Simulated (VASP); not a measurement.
# Pt (P-1) in VASP: single point with r2SCAN

Aim: the single point of Pt with r2SCAN.

Program: VASP 6.6.1. These are calculated values, not measurements. Logs are shortened: lines on timing, memory, paths and dates and some standing lists are left out, and cuts for length are marked.

### Step 1. The cell of the first run

The typed cell holds 1 atom: a = 2.792 Å, b = 2.590 Å, c = 2.801 Å, α = 105.50°, β = 118.28°, γ = 104.82°.

### Step 2. Single point, r2SCAN

File POSCAR:

```
Pt
1.0
   -1.6634138517      1.4301301405      1.7278460475
    1.5427504496     -1.3794844624      1.5565369673
    1.7217920648      1.4378626756     -1.6772003694
Pt
1
Direct
    0.0000000000      0.0000000000      0.0000000000
```

File INCAR.step1:

```
  PREC = Accurate
  ENCUT = 550
  ISMEAR = 0
  SIGMA = 0.15
  LREAL = F
  LASPH = T
  NELM = 120
  NBANDS = 11
  GGA = PE
  ALGO = Normal
  EDIFF = 1E-5
  LWAVE = T
  LCHARG = F
  GGA_COMPAT = F
```

File INCAR.step2:

```
  PREC = Accurate
  ENCUT = 550
  EDIFF = 1E-6
  ISMEAR = 0
  SIGMA = 0.15
  LREAL = F
  LASPH = T
  NELM = 120
  ALGO = Normal
  ISIF = 2
  LWAVE = F
  LCHARG = T
  METAGGA = R2SCAN
  LMIXTAU = T
  LELF = T
  LVHAR = T
  NBANDS = 11
  ISTART = 1
  GGA_COMPAT = F
```

File KPOINTS:

```
regular mesh
0
Gamma
  16 16 16
```

Potentials or basis: VASP PAW PBE potentials, release 64 (Pt).

Launch:

```bash
cat potpaw_PBE.64/Pt/POTCAR > POTCAR
cp INCAR.step1 INCAR
mpirun -np 1 vasp_std > vasp.out
cp INCAR.step2 INCAR
mpirun -np 1 vasp_std > vasp.out
```

OUTCAR:

```text
PREC = Accurate
   ENCUT = 550
   EDIFF = 1E-6
   ISMEAR = 0
   LREAL = F
   LASPH = T
   NELM = 120
   ISIF = 2
   METAGGA = R2SCAN
   ISTART = 1

 ion  position               nearest neighbor table
   1  0.000  0.000  0.000-

  LATTYP: Found a triclinic cell.
 ALAT       =     4.4322394438
 B/A-ratio  =     0.6121864640
 C/A-ratio  =     1.0833034303
 COS(alpha) =     0.0031371742
 COS(beta)  =     0.5424598089
 COS(gamma) =     0.7986440580

  Lattice vectors:

 A1 = (   0.0622851890,  -2.9186384942,  -3.3350286929)
 A2 = (  -1.6011286627,  -1.4885083537,  -1.6071826454)
 A3 = (   3.3852059165,   0.0077325351,  -3.4050464169)

Analysis of symmetry for initial positions (statically):
=====================================================================
 Subroutine PRICEL returns:
 Original cell was already a primitive cell.

 Routine SETGRP: Setting up the symmetry group for a
 triclinic supercell.

 Subroutine GETGRP returns: Found  2 space group operations
 (whereof  2 operations were pure point group operations)
 out of a pool of  2 trial point group operations.

The static configuration has the point symmetry S_2 .

Analysis of symmetry for dynamics (positions and initial velocities):
=====================================================================
 Subroutine PRICEL returns:
 Original cell was already a primitive cell.

 Routine SETGRP: Setting up the symmetry group for a
 triclinic supercell.

 Subroutine GETGRP returns: Found  2 space group operations
 (whereof  2 operations were pure point group operations)
 out of a pool of  2 trial point group operations.

The dynamic configuration has the point symmetry S_2 .

 Subroutine INISYM returns: Found  2 space group operations
 (whereof  2 operations are pure point group operations),
 and found     1 'primitive' translations

----------------------------------------------------------------------------------------

                                     Primitive cell

  volume of cell :      15.3443

  direct lattice vectors                    reciprocal lattice vectors
    -1.663413852  1.430130140  1.727846047     0.004925961  0.343289288  0.299358589
     1.542750450 -1.379484462  1.556536967     0.318230183 -0.012063975  0.316348526
     1.721792065  1.437862676 -1.677200369     0.300410348  0.342459390  0.005755859

  length of vectors
     2.792430809  2.589568239  2.800895940     0.455507810  0.448879025  0.455585273

  position of ions in fractional coordinates (direct lattice)
     0.000000000  0.000000000  0.000000000

  ion indices of the primitive-cell ions
   primitive index   ion index
                 1           1

----------------------------------------------------------------------------------------

 KPOINTS: regular mesh

Automatic generation of k-mesh.
 Grid dimensions read from file:
 generate k-points for:   16   16   16

 Generating k-lattice:

  Cartesian coordinates                     Fractional coordinates (reciprocal lattice)
     0.000307873  0.021455581  0.018709912     0.062500000 -0.000000000  0.000000000
     0.019889386 -0.000753998  0.019771783    -0.000000000  0.062500000  0.000000000
     0.018775647  0.021403712  0.000359741     0.000000000 -0.000000000  0.062500000

  Length of vectors
     0.028469238  0.028054939  0.028474080

  Shift w.r.t. Gamma in fractional coordinates (k-lattice)
     0.000000000  0.000000000  0.000000000

 Subroutine IBZKPT returns following result:
 ===========================================

 Found   2052 irreducible k-points:

 Following reciprocal coordinates:
            Coordinates               Weight
  0.000000  0.000000  0.000000      1.000000
  0.062500 -0.000000  0.000000      2.000000
  0.125000 -0.000000  0.000000      2.000000
  0.187500  0.000000  0.000000      2.000000
  0.250000 -0.000000  0.000000      2.000000
  0.312500 -0.000000  0.000000      2.000000
[... 16 lines left out ...]
 -0.187500  0.062500  0.000000      2.000000
 -0.125000  0.062500 -0.000000      2.000000
 [... further k-points ...]
   k-points           NKPTS =   2052   k-points in BZ     NKDIM =   2052   number of bands    NBANDS=     11
   number of dos      NEDOS =    301   number of ions     NIONS =      1
   total plane-waves  NPLWV =  11520
   dimension x,y,z NGX =    24 NGY =   20 NGZ =   24
   dimension x,y,z NGXF=    48 NGYF=   40 NGZF=   48
   ions per type =               1
   NGX,Y,Z   is equivalent  to a cutoff of  14.29, 12.84, 14.25 a.u.
   NGXF,Y,Z  is equivalent  to a cutoff of  28.58, 25.68, 28.49 a.u.
 SYSTEM =  unknown system
   PREC   = accura    normal or accurate (medium, high low for compatibility)
   ISTART =      1    job   : 0-new  1-cont  2-samecut
   ICHARG =      0    charge: 1-file 2-atom 10-const
   ISPIN  =      1    spin polarized calculation?
   LNONCOLLINEAR =      F non collinear calculations
   LSORBIT =      F    spin-orbit coupling
   LASPH  =      T    aspherical Exc in radial PAW
   ENCUT  =  550.0 eV  40.42 Ry    6.36 a.u.   5.34  4.95  5.36*2*pi/ulx,y,z
   NELM   =    120;   NELMIN=  2; NELMDL=  0     # of ELM steps
   EDIFF  = 0.1E-05   stopping-criterion for ELM
   LREAL  =      F    real-space projection
   EDIFFG = 0.1E-04   stopping-criterion for IOM
   NSW    =      0    number of steps for IOM
   IBRION =     -1    ionic relax: 0-MD 1-quasi-New 2-CG
   NFREE  =      0    steps in history (QN), initial steepest desc. (CG)
   ISIF   =      2    stress and relaxation
   ISYM   =      2    0-nonsym 1-usesym 2-fastsym
   POTIM  = 0.5000    time-step for ionic-motion
   TEBEG  =    0.0;   TEEND  =   0.0 temperature during run
   PSTRESS=    0.0 pullay stress
   NELECT =      10.0000    total number of electrons
   NUPDOWN=      -1.0000    fix difference up-down
   EMIN   =  10.00;   EMAX   =-10.00  energy-range for DOS
   EFERMI =   0.00;   METHOD = LEGACY
   ISMEAR =     0;   SIGMA  =   0.15  broadening in eV -4-tet -1-fermi 0-gaus
   EFERMI_NEDOS =   21; number of points for ismear=-14 and -15
   IALGO  =     38    algorithm
   IMIX   =      4    mixing-type and parameters
     AMIX     =   0.40;   BMIX     =  1.00
     AMIX_MAG =   1.60;   BMIX_MAG =  1.00
  volume/ion in A,a.u.               =      15.34       103.55
  Fermi-wavevector in a.u.,A,eV,Ry     =   1.419360  2.682201 27.410049  2.014582
  Thomas-Fermi vector in A             =   2.540388
   LORBIT       =      0    0 simple, 1 ext, 2 COOP (PROOUT), +10 PAW based schemes
   METAGGA = R2SCAN    functional components
   LHFCALC =     F    Hartree Fock is set to
   AEXX    =    0.0000 exact exchange contribution
   IVDW    =     0    specifies the selected vdW correction
   LEPSILON=     F    determine dielectric tensor
   LRPA    =     F    only Hartree local field effects (RPA)
 non-spin polarized calculation
 Gauss-broadening in eV      SIGMA  =   0.15
  energy-cutoff  :      550.00
  volume of cell :       15.34
 maximum number of plane-waves:       464
 NGX is ok and might be reduce to    24
   NGX = 11   NGY =  9   NGZ = 11

 number of electron      10.0000001 magnetization

 Free energy of the ion-electron system (eV)
  ---------------------------------------------------
  ext. energy  EPLUGINS =         0.00000000
  ---------------------------------------------------
  free energy    TOTEN  =       -51.38810394 eV

  energy without entropy =      -51.37334213  energy(sigma->0) =      -51.38072303

 E-fermi :  10.5724     XC(G=0): -14.4737

 val. band max:       10.5713282442   @ k =  -0.4375  -0.1875   0.2500
 cond. band min:      10.5740734905   @ k =  -0.4375  -0.2500   0.0625
 fundamental gap:      0.0027452462
 Fermi energy:        10.5724412713

 k-point     1 :       0.0000    0.0000    0.0000
  band No.  band energies     occupation
      1       0.4183      2.00000
      2       5.7630      2.00000
      3       6.7340      2.00000
      4       7.7640      2.00000
      5       8.4554      2.00000
      6      10.0065      2.00000
      7      26.7995      0.00000
      8      28.3315      0.00000
      9      30.7630      0.00000
     10      37.4450      0.00000
     11      38.7481      0.00000

 k-point     2 :       0.0625   -0.0000    0.0000
  band No.  band energies     occupation
      1       0.5912      2.00000
      2       5.7619      2.00000
      3       6.7745      2.00000
      4       7.7208      2.00000
      5       8.5101      2.00000
      6       9.9462      2.00000
      7      27.0413      0.00000
      8      28.5410      0.00000
      9      30.5511      0.00000
     10      36.3169      0.00000
     11      38.0178      0.00000

 k-point     3 :       0.1250   -0.0000    0.0000
  band No.  band energies     occupation
      1       1.0905      2.00000
      2       5.7106      2.00000
      3       6.8641      2.00000
      4       7.6845      2.00000
      5       8.6890      2.00000
      6       9.8032      2.00000
      7      27.6422      0.00000
      8      29.0942      0.00000
      9      29.7642      0.00000
     10      35.2178      0.00000
     11      36.7475      0.00000

 k-point     4 :       0.1875    0.0000    0.0000
  band No.  band energies     occupation
      1       1.8419      2.00000
      2       5.5687      2.00000
      3       6.8131      2.00000
      4       7.9795      2.00000
      5       8.9984      2.00000
      6       9.6511      2.00000
      7      27.8382      0.00000
      8      28.4158      0.00000
      9      30.0210      0.00000
     10      34.7464      0.00000
     11      34.9140      0.00000
[... 239 lines left out ...]
 k-point    22 :      -0.2500    0.0625    0.0000
  band No.  band energies     occupation
      1       2.4410      2.00000
      2       5.5580      2.00000
      3       6.5545      2.00000
      4       8.4435      2.00000
      5       9.3504      2.00000
      6       9.4249      2.00000
      7      27.1208      0.00000
      8      27.9851      0.00000
      9      30.7773      0.00000
     10      32.2196      0.00000
     11      34.9297      0.00000

 k-point    23 :      -0.1875    0.0625    0.0000
  band No.  band energies     occupation
      1       1.6164      2.00000
      2       5.7809      2.00000
      3       6.5904      2.00000
      4       7.9365      2.00000
      5       9.0062      2.00000
      6       9.5199      2.00000
      7      27.9998      0.00000
      8      29.0061      0.00000
      9      29.9095      0.00000
     10      33.8397      0.00000
     11      35.4244      0.00000

 k-point    24 :      -0.1250    0.0625   -0.0000
  band No.  band energies     occupation
      1       0.9664      2.00000
      2       5.8925      2.00000
      3       6.6338      2.00000
      4       7.7549      2.00000
      5       8.6720      2.00000
      6       9.7296      2.00000
      7      27.4736      0.00000
      8      29.0700      0.00000
      9      30.1543      0.00000
     10      35.3242      0.00000
     11      37.0234      0.00000

 [... further k-points ...]

------------------------ aborting loop because EDIFF is reached ----------------------------------------

  FORCE on cell =-STRESS in cart. coord.  units (eV):
  Direction    XX          YY          ZZ          XY          YZ          ZX
  --------------------------------------------------------------------------------------
  -------------------------------------------------------------------------------------
  Total        0.8909287     -0.2749433      0.9090638     -0.7102278     -0.6840045      1.3346354
  in kB       93.0264375    -28.7082381     94.9200196    -74.1585276    -71.4204144    139.3561309
  external PRESSURE =      53.0794063 kB  Pullay stress =       0.0000000 kB

 VOLUME and BASIS-vectors are now :
 -----------------------------------------------------------------------------
  energy-cutoff  :      550.00
  volume of cell :       15.34
      direct lattice vectors                 reciprocal lattice vectors
    -1.663413852  1.430130140  1.727846047     0.004925961  0.343289288  0.299358589
     1.542750450 -1.379484462  1.556536967     0.318230183 -0.012063975  0.316348526
     1.721792065  1.437862676 -1.677200369     0.300410348  0.342459390  0.005755859

 POSITION                                       TOTAL-FORCE (eV/Angst)
 -----------------------------------------------------------------------------------
      0.00000      0.00000      0.00000        -0.000000      0.000000      0.000000
 -----------------------------------------------------------------------------------
    total drift:                                0.000000     -0.000000      0.000000

  FREE ENERGIE OF THE ION-ELECTRON SYSTEM (eV)
  ---------------------------------------------------
  free  energy   TOTEN  =       -51.3881039379 eV

  energy  without entropy=      -51.3733421284  energy(sigma->0) =      -51.38072303
```

Run time: 7.4 min. Hardware: 1 thread of Intel Xeon Platinum 8488C (Sapphire Rapids), shared host; peak memory 0.47 GiB.

Results:

```
Free energy            : -51.3881 eV
Pressure               : 5.3 GPa
Band gap on the k mesh : zero (bands 5 and 6 overlap by 2.60 eV)
```

Levels at points of the mesh, in eV from the Fermi level:
```tsv
k point	band 3	band 4	band 5	band 6	band 7	band 8
(0.00, 0.00, 0.00)	-3.84	-2.81	-2.12	-0.57	16.23	17.76
(0.50, 0.00, 0.00)	-1.27	0.02	0.36	0.83	6.86	13.11
(0.00, 0.50, 0.00)	-2.67	-1.86	0.27	1.09	7.05	14.87
(0.50, 0.50, 0.00)	-1.68	-0.19	1.01	1.11	8.01	13.19
(0.00, 0.00, 0.50)	-1.18	0.03	0.35	0.82	6.85	13.12
(0.50, 0.00, 0.50)	-2.21	-0.89	-0.70	0.58	5.06	15.31
(0.00, 0.50, 0.50)	-1.74	-0.20	0.93	1.06	7.90	13.33
(0.50, 0.50, 0.50)	-0.09	0.44	1.14	6.69	6.89	11.20
```

Caveat: the cell stands under pressure; the PAW data sets were made with another functional, which shifts forces and pressure a little; spin-orbit coupling is left out, which moves the levels of the heavy elements.
